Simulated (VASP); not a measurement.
The system is Cd.

```
Cd
1.0
     2.27548    1.31375    1.26443
    -2.27548    1.31375    1.26443
     0.00000   -2.62749    1.26443
Cd
1
Direct
  0.50000 0.50000 0.50000
```

* Program: VASP 6.6.1
* Task: relaxation of cell and atoms
* Functional: PBEsol
* Potentials or basis: VASP PAW PBE potentials, release 64 (Cd)
* Cutoff: 600 eV
* k mesh: 21 × 21 × 21
* Occupations: gaussian, width 0.1 eV
* Spin: no spin polarisation

At the start: pressure 0.3 GPa; volume 22.68 Å³/atom.

Problem. How do energy, volume and symmetry change on relaxing?

Solution. Over 16 steps the energy falls by 37.1 meV/atom and the volume is 21.59 Å³/atom (-4.8 %); space group R-3m (No. 166, to 0.1 Å) before and after.

Step by step:
```csv
step,energy change (eV),largest force (eV/Å),pressure (GPa),volume (Å³)
1,0.0000,0.0000,0.30,22.68
2,-0.0076,0.0000,-0.42,22.81
3,-0.0175,0.0000,-1.71,23.07
4,-0.0153,0.0000,-3.43,23.45
5,-0.0211,0.0000,-2.59,23.24
6,-0.0247,0.0000,-2.41,23.05
7,-0.0297,0.0000,-2.08,22.68
8,-0.0351,0.0000,-0.88,21.91
9,-0.0360,0.0000,-0.62,21.81
10,-0.0369,0.0000,-0.18,21.65
11,-0.0361,0.0000,0.86,21.32
12,-0.0371,0.0000,0.03,21.56
13,-0.0371,0.0000,0.11,21.54
14,-0.0371,0.0000,0.07,21.55
15,-0.0371,0.0000,0.06,21.56
16,-0.0371,0.0000,0.00,21.59
```

Final structure:
```cif
data_structure
_symmetry_space_group_name_H-M 'P 1'
_symmetry_Int_Tables_number 1
_cell_length_a 2.9595
_cell_length_b 2.9595
_cell_length_c 2.9595
_cell_angle_alpha 107.002
_cell_angle_beta 107.002
_cell_angle_gamma 107.002
_cell_volume 21.59
loop_
_atom_site_label
_atom_site_type_symbol
_atom_site_fract_x
_atom_site_fract_y
_atom_site_fract_z
_atom_site_occupancy
Cd1 Cd 0.50000 0.50000 0.50000 1
```

Caveat: the PAW data sets were made with another functional, which shifts forces and pressure a little.
